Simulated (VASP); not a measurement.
Here is a VASP 6.6.1 calculation.

The input INCAR:

```
ALGO = Normal ; EDIFF = 1E-6
ENCUT = 520 ; GGA = PE
ISIF = 2 ; ISMEAR = 0
LASPH = T ; LCHARG = F
LREAL = F ; LWAVE = F
NBANDS = 33 ; NELM = 100
PREC = Accurate ; SIGMA = 0.1
```

File KPOINTS:

```
k-points
0
Gamma
  6 6 4
```

POSCAR

```
Si2Ge3
1.0
    4.2661856100      0.0000000000      0.0000000000
   -2.1330928000      3.6946251200      0.0000000000
    0.0000000000      0.0000000000      5.4404742300
Si Ge
2 3
Direct
    0.3333333300      0.6666666700      0.1991098700
    0.6666666700      0.3333333300      0.8008901300
    0.3333333300      0.6666666700      0.6736396600
    0.6666666700      0.3333333300      0.3263603400
    0.0000000000      0.0000000000      0.0000000000
```

Potentials or basis: VASP PAW PBE potentials, release 64 (Si, Ge_d).

The run is started by

```sh
$ cat potpaw_PBE.64/Si/POTCAR potpaw_PBE.64/Ge_d/POTCAR > POTCAR
$ mpirun -np 1 vasp_std > vasp.out
```

Task: Predict the pressure.

Result: 8.3 GPa.

Task: What does it give for the band gap on the k mesh?

Result: Zero (bands 25 and 26 overlap by 3.08 eV).

Task: What does it give for the largest force?

Result: 0.214 eV/Å.

Forces on the atoms (eV/Å):
```
Si   0.000  0.000  0.214
Si   0.000  0.000 -0.214
Ge   0.000  0.000  0.139
Ge   0.000  0.000 -0.139
Ge   0.000  0.000  0.000
```

Caveat: the cell stands under pressure.
